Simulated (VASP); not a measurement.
# AlNi (P4/mmm) in VASP: a series of runs, part 2 of 2

VASP 6.6.1.

## Step 3: Single point, PBE (strain -0.025 along x and y, -0.050 along z)

The input, INCAR:

```
PREC = Accurate
ENCUT = 520
EDIFF = 1E-6
ISMEAR = 0
SIGMA = 0.15
LREAL = False
LASPH = True
NELM = 100
ALGO = Fast
ISIF = 2
LWAVE = False
LCHARG = False
GGA = PE
NBANDS = 14
```

The input, KPOINTS:

```
Automatic mesh
0
Gamma
  20 20 20
```

The input, POSCAR:

```
AlNi
1.0
    2.8207564398      0.0000000000      0.0000000000
    0.0000000000      2.8207564398      0.0000000000
    0.0000000000      0.0000000000      2.7484293516
Al Ni
1 1
Direct
    0.0000000000      0.0000000000      0.0000000000
    0.5000000000      0.5000000000      0.5000000000
```

Potentials or basis: VASP PAW PBE potentials, release 64 (Al, Ni).

Command:

```
$ cat potpaw_PBE.64/Al/POTCAR potpaw_PBE.64/Ni/POTCAR > POTCAR
$ mpirun -np 1 vasp_std > vasp.out
```

OUTCAR:

```text
PREC = Accurate
   ENCUT = 520
   EDIFF = 1E-6
   ISMEAR = 0
   LREAL = False
   LASPH = True
   NELM = 100
   ISIF = 2
   GGA = PE

 ion  position               nearest neighbor table
   1  0.000  0.000  0.000-   2 2.42   2 2.42   2 2.42   2 2.42   2 2.42   2 2.42   2 2.42   2 2.42

   2  0.500  0.500  0.500-   1 2.42   1 2.42   1 2.42   1 2.42   1 2.42   1 2.42   1 2.42   1 2.42

  LATTYP: Found a simple tetragonal cell.
 ALAT       =     2.8207564398
 C/A-ratio  =     0.9743589744

  Lattice vectors:

 A1 = (   2.8207564398,   0.0000000000,   0.0000000000)
 A2 = (   0.0000000000,   2.8207564398,   0.0000000000)
 A3 = (   0.0000000000,   0.0000000000,   2.7484293516)

Analysis of symmetry for initial positions (statically):
=====================================================================
 Subroutine PRICEL returns:
 Original cell was already a primitive cell.

 Routine SETGRP: Setting up the symmetry group for a
 simple tetragonal supercell.

 Subroutine GETGRP returns: Found 16 space group operations
 (whereof 16 operations were pure point group operations)
 out of a pool of 16 trial point group operations.

The static configuration has the point symmetry D_4h.

Analysis of symmetry for dynamics (positions and initial velocities):
=====================================================================
 Subroutine PRICEL returns:
 Original cell was already a primitive cell.

 Routine SETGRP: Setting up the symmetry group for a
 simple tetragonal supercell.

 Subroutine GETGRP returns: Found 16 space group operations
 (whereof 16 operations were pure point group operations)
 out of a pool of 16 trial point group operations.

The dynamic configuration has the point symmetry D_4h.

 Subroutine INISYM returns: Found 16 space group operations
 (whereof 16 operations are pure point group operations),
 and found     1 'primitive' translations

----------------------------------------------------------------------------------------

                                     Primitive cell

  volume of cell :      21.8683

  direct lattice vectors                    reciprocal lattice vectors
     2.820756440  0.000000000  0.000000000     0.354514834  0.000000000  0.000000000
     0.000000000  2.820756440  0.000000000     0.000000000  0.354514834  0.000000000
     0.000000000  0.000000000  2.748429352     0.000000000  0.000000000  0.363844171

  length of vectors
     2.820756440  2.820756440  2.748429352     0.354514834  0.354514834  0.363844171

  position of ions in fractional coordinates (direct lattice)
     0.000000000  0.000000000  0.000000000
     0.500000000  0.500000000  0.500000000

  ion indices of the primitive-cell ions
   primitive index   ion index
                 1           1
                 2           2

----------------------------------------------------------------------------------------

 KPOINTS: Automatic mesh

Automatic generation of k-mesh.
 Grid dimensions read from file:
 generate k-points for:   20   20   20

 Generating k-lattice:

  Cartesian coordinates                     Fractional coordinates (reciprocal lattice)
     0.017725742  0.000000000  0.000000000     0.050000000  0.000000000  0.000000000
     0.000000000  0.017725742  0.000000000     0.000000000  0.050000000  0.000000000
[... 42 lines left out ...]
   total plane-waves  NPLWV =  11520
   dimension x,y,z NGX =    24 NGY =   24 NGZ =   20
   dimension x,y,z NGXF=    48 NGYF=   48 NGZF=   40
   ions per type =               1   1
   NGX,Y,Z   is equivalent  to a cutoff of  14.14, 14.14, 12.10 a.u.
   NGXF,Y,Z  is equivalent  to a cutoff of  28.29, 28.29, 24.20 a.u.
 SYSTEM =  unknown system
   PREC   = accura    normal or accurate (medium, high low for compatibility)
   ISTART =      0    job   : 0-new  1-cont  2-samecut
   ICHARG =      2    charge: 1-file 2-atom 10-const
   ISPIN  =      1    spin polarized calculation?
   LNONCOLLINEAR =      F non collinear calculations
   LSORBIT =      F    spin-orbit coupling
   LASPH  =      T    aspherical Exc in radial PAW
   ENCUT  =  520.0 eV  38.22 Ry    6.18 a.u.   5.24  5.24  5.11*2*pi/ulx,y,z
   NELM   =    100;   NELMIN=  2; NELMDL= -5     # of ELM steps
   EDIFF  = 0.1E-05   stopping-criterion for ELM
   LREAL  =      F    real-space projection
   EDIFFG = 0.1E-04   stopping-criterion for IOM
   NSW    =      0    number of steps for IOM
   IBRION =     -1    ionic relax: 0-MD 1-quasi-New 2-CG
   NFREE  =      0    steps in history (QN), initial steepest desc. (CG)
   ISIF   =      2    stress and relaxation
   ISYM   =      2    0-nonsym 1-usesym 2-fastsym
   POTIM  = 0.5000    time-step for ionic-motion
   TEBEG  =    0.0;   TEEND  =   0.0 temperature during run
   PSTRESS=    0.0 pullay stress
   NELECT =      13.0000    total number of electrons
   NUPDOWN=      -1.0000    fix difference up-down
   EMIN   =  10.00;   EMAX   =-10.00  energy-range for DOS
   EFERMI =   0.00;   METHOD = LEGACY
   ISMEAR =     0;   SIGMA  =   0.15  broadening in eV -4-tet -1-fermi 0-gaus
   EFERMI_NEDOS =   21; number of points for ismear=-14 and -15
   IALGO  =     68    algorithm
   IMIX   =      4    mixing-type and parameters
     AMIX     =   0.40;   BMIX     =  1.00
     AMIX_MAG =   1.60;   BMIX_MAG =  1.00
  volume/ion in A,a.u.               =      10.93        73.79
  Fermi-wavevector in a.u.,A,eV,Ry     =   1.376525  2.601255 25.780597  1.894820
  Thomas-Fermi vector in A             =   2.501762
   LORBIT       =      0    0 simple, 1 ext, 2 COOP (PROOUT), +10 PAW based schemes
   GGA     = PE    functional components
   LHFCALC =     F    Hartree Fock is set to
   AEXX    =    0.0000 exact exchange contribution
   IVDW    =     0    specifies the selected vdW correction
   LEPSILON=     F    determine dielectric tensor
   LRPA    =     F    only Hartree local field effects (RPA)
 non-spin polarized calculation
 RMM-DIIS sequential band-by-band and
 Gauss-broadening in eV      SIGMA  =   0.15
  energy-cutoff  :      520.00
  volume of cell :       21.87
 maximum number of plane-waves:       611
 NGX is ok and might be reduce to    24
   NGX = 11   NGY = 11   NGZ = 11

 number of electron      12.9999999 magnetization

 Free energy of the ion-electron system (eV)
  ---------------------------------------------------
  ext. energy  EPLUGINS =         0.00000000
  ---------------------------------------------------
  free energy    TOTEN  =       -10.40442228 eV

  energy without entropy =      -10.39556942  energy(sigma->0) =      -10.39999585

 E-fermi :  11.2535     XC(G=0): -12.4852

 val. band max:       11.2516301331   @ k =   0.3500   0.0500   0.2500
 cond. band min:      11.2616821945   @ k =   0.3500   0.2000   0.1000
 fundamental gap:      0.0100520614
 Fermi energy:        11.2534780971

 k-point     1 :       0.0000    0.0000    0.0000
  band No.  band energies     occupation
      1      -0.5518      2.00000
      2       7.5611      2.00000
      3       7.5833      2.00000
      4       9.4676      2.00000
      5       9.5479      2.00000
      6       9.5479      2.00000
      7      16.8232      0.00000
      8      16.8232      0.00000
      9      17.8276      0.00000
     10      19.5687      0.00000
     11      19.7545      0.00000
     12      26.7017      0.00000
     13      32.8406      0.00000
     14      33.4752      0.00000
[... 377 lines left out ...]
      1       0.4008      2.00000
      2       7.4482      2.00000
      3       7.7458      2.00000
      4       9.0482      2.00000
      5       9.2888      2.00000
      6       9.5084      2.00000
      7      13.1250      0.00000
      8      16.0868      0.00000
      9      19.0098      0.00000
     10      20.8287      0.00000
     11      23.7529      0.00000
     12      26.7690      0.00000
     13      29.4257      0.00000
     14      29.4326      0.00000

 [... further k-points ...]

------------------------ aborting loop because EDIFF is reached ----------------------------------------

  FORCE on cell =-STRESS in cart. coord.  units (eV):
  Direction    XX          YY          ZZ          XY          YZ          ZX
  --------------------------------------------------------------------------------------
  -------------------------------------------------------------------------------------
  Total        2.6707689      2.6707689      3.0357087      0.0000000      0.0000000      0.0000000
  in kB      195.6731058    195.6731058    222.4103138      0.0000000      0.0000000      0.0000000
  external PRESSURE =     204.5855085 kB  Pullay stress =       0.0000000 kB

 VOLUME and BASIS-vectors are now :
 -----------------------------------------------------------------------------
  energy-cutoff  :      520.00
  volume of cell :       21.87
      direct lattice vectors                 reciprocal lattice vectors
     2.820756440  0.000000000  0.000000000     0.354514834  0.000000000  0.000000000
     0.000000000  2.820756440  0.000000000     0.000000000  0.354514834  0.000000000
     0.000000000  0.000000000  2.748429352     0.000000000  0.000000000  0.363844171

 POSITION                                       TOTAL-FORCE (eV/Angst)
 -----------------------------------------------------------------------------------
      0.00000      0.00000      0.00000         0.000000      0.000000      0.000000
      1.41038      1.41038      1.37421         0.000000      0.000000      0.000000
 -----------------------------------------------------------------------------------
    total drift:                                0.000000     -0.000000     -0.000000

  FREE ENERGIE OF THE ION-ELECTRON SYSTEM (eV)
  ---------------------------------------------------
  free  energy   TOTEN  =       -10.4044222830 eV

  energy  without entropy=      -10.3955694246  energy(sigma->0) =      -10.39999585
```

stdout:

```text
POSCAR found type information on POSCAR AlNi
 POSCAR found :  2 types and       2 ions
 scaLAPACK will be used
 LDA part: xc-table for (Slater+PW92), standard interpolation
 POSCAR, INCAR and KPOINTS ok, starting setup
 FFT: planning ... GRIDC
 FFT: planning ... GRID_SOFT
 FFT: planning ... GRID
 WAVECAR not read
 entering main loop
WARNING in EDDRMM: call to ZHEGV failed, returncode =   8  4     14
WARNING in EDDRMM: call to ZHEGV failed, returncode =   8  4     14
WARNING in EDDRMM: call to ZHEGV failed, returncode =   8  4     14
WARNING in EDDRMM: call to ZHEGV failed, returncode =   8  4     13
```

It took 5.4 min on 1 thread of Intel Xeon 8259CL, shared host; peak memory 0.33 GiB.

What came out:

```
Free energy            : -10.4044 eV
Pressure               : 20.5 GPa
Band gap on the k mesh : zero (an odd number of electrons rules out a gap without spin polarisation)
```

Stress tensor (GPa, compression positive):
```
19.57  0.00  0.00
 0.00 19.57  0.00
 0.00  0.00 22.24
```

Levels at points of the mesh, in eV from the Fermi level:
```tsv
k point	band 5	band 6	band 7	band 8	band 9	band 10
(0.00, 0.00, 0.00)	-1.71	-1.71	5.57	5.57	6.57	8.32
(0.50, 0.00, 0.00)	-2.42	-1.61	-0.77	8.36	10.13	11.07
(0.50, 0.50, 0.00)	-2.26	-2.26	-1.18	1.48	2.74	13.78
(0.00, 0.00, 0.50)	-2.58	-1.67	-0.55	8.38	10.24	10.24
(0.50, 0.00, 0.50)	-2.41	-2.37	-1.12	1.75	3.00	13.08
(0.50, 0.50, 0.50)	-1.06	1.91	1.91	1.98	4.52	4.66
```

Caveat: the cell differs from its parent crystal (strain -0.025 along x and y, -0.050 along z); the cell stands under pressure. Spin polarisation is off, so any magnetic state and its effect on volume and gap are missing.

## Step 4: Single point, PBE (strain -0.050 along x and y, +0.025 along z)

The input, INCAR:

```
SYSTEM = AlNi
ALGO = Fast ; EDIFF = 1E-6
ENCUT = 520 ; GGA = PE
ISIF = 2 ; ISMEAR = 0
LASPH = .TRUE. ; LCHARG = .TRUE.
LELF = .TRUE. ; LREAL = .FALSE.
LVHAR = .TRUE. ; LWAVE = .FALSE.
NBANDS = 14 ; NELM = 80
PREC = Accurate ; SIGMA = 0.15
```

The input, KPOINTS:

```
k-points
0
G
  20 20 20
  0 0 0
```

The input, POSCAR:

```
AlNi
1.0
    2.7484293516      0.0000000000      0.0000000000
    0.0000000000      2.7484293516      0.0000000000
    0.0000000000      0.0000000000      2.9654106162
Al Ni
1 1
Direct
    0.0000000000      0.0000000000      0.0000000000
    0.5000000000      0.5000000000      0.5000000000
```

Command:

```
$ cat potpaw_PBE.64/Al/POTCAR potpaw_PBE.64/Ni/POTCAR > POTCAR
$ mpirun -np 1 vasp_std > vasp.out
```

Run time: 4.6 min. Hardware: 1 thread of Intel Xeon 8259CL, shared host; peak memory 0.33 GiB.

It converged, with:

* Free energy: -10.4450 eV
* Pressure: 15.0 GPa
* Band gap on the k mesh: zero (an odd number of electrons rules out a gap without spin polarisation)

Stress tensor (GPa, compression positive):
```
16.85  0.00  0.00
 0.00 16.85  0.00
 0.00  0.00 11.45
```

Levels at points of the mesh, in eV from the Fermi level:
| k point | band 4 | band 5 | band 6 | band 7 | band 8 | band 9 | band 10 | band 11 |
| --- | --- | --- | --- | --- | --- | --- | --- | --- |
| (0.00, 0.00, 0.00) | -1.74 | -1.74 | -1.54 | 3.98 | 6.75 | 6.75 | 7.80 | 8.63 |
| (0.50, 0.00, 0.00) | -2.76 | -2.30 | -1.62 | -0.48 | 8.19 | 8.77 | 10.36 | 11.34 |
| (0.50, 0.50, 0.00) | -2.71 | -2.50 | -2.50 | -0.98 | 2.08 | 3.27 | 11.81 | 14.61 |
| (0.00, 0.00, 0.50) | -2.30 | -2.30 | -1.48 | -1.09 | 8.39 | 11.07 | 11.07 | 11.81 |
| (0.50, 0.00, 0.50) | -3.04 | -2.20 | -2.12 | -1.21 | 1.43 | 2.53 | 13.74 | 15.84 |
| (0.50, 0.50, 0.50) | -1.19 | -0.96 | 1.84 | 2.04 | 2.04 | 4.31 | 4.45 | 4.45 |

Caveat: the cell differs from its parent crystal (strain -0.050 along x and y, +0.025 along z); the stress differs along the axes, from 11 to 17 GPa. Spin polarisation is off, so any magnetic state and its effect on volume and gap are missing.

## Step 5: Single point, PBE (strain +0.000 along x and y, -0.050 along z)

The input, INCAR:

```
SYSTEM = AlNi
  ALGO = Fast
  EDIFF = 1E-6
  ENCUT = 520
  GGA = PE
  ISIF = 2
  ISMEAR = 0
  LASPH = .TRUE.
  LCHARG = .TRUE.
  LELF = .TRUE.
  LREAL = .FALSE.
  LVHAR = .TRUE.
  LWAVE = .FALSE.
  NBANDS = 14
  NELM = 80
  PREC = Accurate
  SIGMA = 0.15
```

KPOINTS is that of step 4.

The input, POSCAR:

```
AlNi
1.0
    2.8930835280      0.0000000000      0.0000000000
    0.0000000000      2.8930835280      0.0000000000
    0.0000000000      0.0000000000      2.7484293516
Al Ni
1 1
Direct
    0.0000000000      0.0000000000      0.0000000000
    0.5000000000      0.5000000000      0.5000000000
```

Command:

```
$ cat potpaw_PBE.64/Al/POTCAR potpaw_PBE.64/Ni/POTCAR > POTCAR
$ mpirun -np 1 vasp_std > vasp.out
```

It took 3.9 min on 1 thread of Intel Xeon 8259CL, shared host; peak memory 0.34 GiB.

It converged, with:

```
Free energy            : -10.4982 eV
Pressure               : 9.2 GPa
Band gap on the k mesh : zero (an odd number of electrons rules out a gap without spin polarisation)
```

Stress tensor (GPa, compression positive):
```
 7.52  0.00  0.00
 0.00  7.52  0.00
 0.00  0.00 12.69
```

Levels at points of the mesh, in eV from the Fermi level:
```csv
k point,band 4,band 5,band 6,band 7,band 8,band 9,band 10,band 11
"(0.00, 0.00, 0.00)",-1.72,-1.56,-1.56,5.05,5.05,6.98,8.04,8.34
"(0.50, 0.00, 0.00)",-2.46,-2.16,-1.49,-0.80,8.25,9.57,10.58,11.37
"(0.50, 0.50, 0.00)",-3.22,-2.03,-2.03,-1.14,1.23,2.34,13.64,16.24
"(0.00, 0.00, 0.50)",-2.46,-2.46,-1.59,-0.40,8.35,9.78,9.78,11.14
"(0.50, 0.00, 0.50)",-2.73,-2.29,-2.23,-1.04,1.75,2.81,12.31,14.81
"(0.50, 0.50, 0.50)",-1.10,-0.97,1.95,1.95,2.06,4.05,4.24,4.80
```

Caveat: the cell differs from its parent crystal (strain +0.000 along x and y, -0.050 along z); the stress differs along the axes, from 8 to 13 GPa. Spin polarisation is off, so any magnetic state and its effect on volume and gap are missing.

## Step 6: The runs side by side

```tsv
cell	gap on the mesh (eV)	pressure (GPa)
a = 2.748, b = 2.748, c = 2.893 Å, 2 atoms	none	20.8
a = 2.821, b = 2.821, c = 2.748 Å, 2 atoms	none	20.5
a = 2.748, b = 2.748, c = 2.965 Å, 2 atoms	none	15.0
a = 2.893, b = 2.893, c = 2.748 Å, 2 atoms	none	9.2
```

Alike in all rows: task single point; level PBE; potentials or basis VASP PAW PBE potentials, release 64 (Al, Ni); no spin polarisation; k mesh 20 × 20 × 20; cutoff (eV) 520; smearing gaussian 0.15 eV.

Caveats: the cell stands under pressure (at least some runs); the stress differs along the axes, from 11 to 17 GPa (at least some runs); the stress differs along the axes, from 8 to 13 GPa (at least some runs).

Total energies depend on the potentials used, so only differences within one code and one set of settings carry meaning.
